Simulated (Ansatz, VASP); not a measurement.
Two plane-wave programs on TeOs

```
Te Os
1.0
     3.59556    0.00000    0.00000
     0.00000    3.59556    0.00000
     0.00000    0.00000    3.59556
Te Os
1 1
Direct
  0.00000 0.00000 0.00000
  0.50000 0.50000 0.50000
```

Alike in both runs: task single point; functional PBE; k mesh 6 × 6 × 6; occupations gaussian, width 0.1 eV; no spin polarisation.

|  | VASP | Ansatz |
| --- | --- | --- |
| version | VASP 6.6.1 | Ansatz 0.2.0 |
| potentials or method | VASP PAW PBE potentials, release 64 (Te, Os), cutoff 520 eV | scalar-relativistic, plane waves, PAW |
| valence electrons in the cell | 14 | 32 |

Ansatz gave:

```
gap on the k mesh at the Fermi level (eV) : none
pressure (GPa)                            : -21.6
```

What did VASP give for the same quantities?

gap on the k mesh at the Fermi level (eV): none; pressure (GPa): -21.7.

A gap of «none» marks a metal or a gap that the smearing closes. VASP's potentials hold 14 valence electrons a cell and Ansatz's 32, so a difference there can come from the potentials and not from the codes.

Spin-orbit coupling is off throughout.
